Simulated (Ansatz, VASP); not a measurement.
AgCl in VASP and in Ansatz

Contents of INCAR:

```
SYSTEM = AgCl
  PREC = Accurate
  ENCUT = 520
  EDIFF = 1E-8
  ISMEAR = -1
  SIGMA = 0.01
  LREAL = .FALSE.
  LASPH = .TRUE.
  NELM = 100
  ALGO = Normal
  ISIF = 2
  LWAVE = .FALSE.
  LCHARG = .FALSE.
  GGA = PE
  LEFG = .TRUE.
  NBANDS = 16
```

File KPOINTS:

```
Automatic mesh
0
G
  9 9 9
  0 0 0
```

POSCAR

```
AgCl
1.0
    3.4224880547      0.0000000000      0.0000000000
    0.0000000000      3.4224880547      0.0000000000
    0.0000000000      0.0000000000      3.4224880547
Ag Cl
1 1
Direct
    0.0000000000      0.0000000000      0.0000000000
    0.5000000000      0.5000000000      0.5000000000
```

Input for Ansatz:

```yaml
crystal:
  lattice:
    - [3.4224880547, 0.0, 0.0]
    - [0.0, 3.4224880547, 0.0]
    - [0.0, 0.0, 3.4224880547]
  atoms:
    - { symbol: Ag, position: [0.0, 0.0, 0.0] }
    - { symbol: Cl, position: [0.5, 0.5, 0.5] }
kpoints:
  mp_grid: { grid: [9, 9, 9] }
scf:
  occupations: { method: fermi_dirac, width: 0.01 }
hamiltonian:
  xc: pbe
  pseudopotentials: { kind: paw }
output:
  forces: true
  stress: true
  eigenvalues: true
  efg: { contact_densities: true }
```

Change from the starting cell: volume scaled by 0.99, PAW files.

Alike in both runs: task electric field gradients; functional PBE; k mesh 9 × 9 × 9; occupations fermi-dirac, width 0.01 eV; no spin polarisation.

```csv
,VASP,Ansatz
version,VASP 6.6.1,Ansatz 0.2.0
potentials or method,"VASP PAW PBE potentials, release 64 (Ag, Cl)","PAW with Ansatz's default frozen-core files, scalar-relativistic"
plane-wave cutoff (eV),520,420
valence electrons in the cell,18,26
```

VASP gave:

* gap on the k mesh at the Fermi level (eV): 0.61
* pressure (GPa): 0.2

Problem. What did Ansatz give for the same quantities?

Solution. gap on the k mesh at the Fermi level (eV): 0.61; pressure (GPa): 0.4.

With one functional, cell and mesh, what is left measures potentials, basis and numerics. VASP's potentials hold 18 valence electrons a cell and Ansatz's 26, so a difference there can come from the potentials and not from the codes.
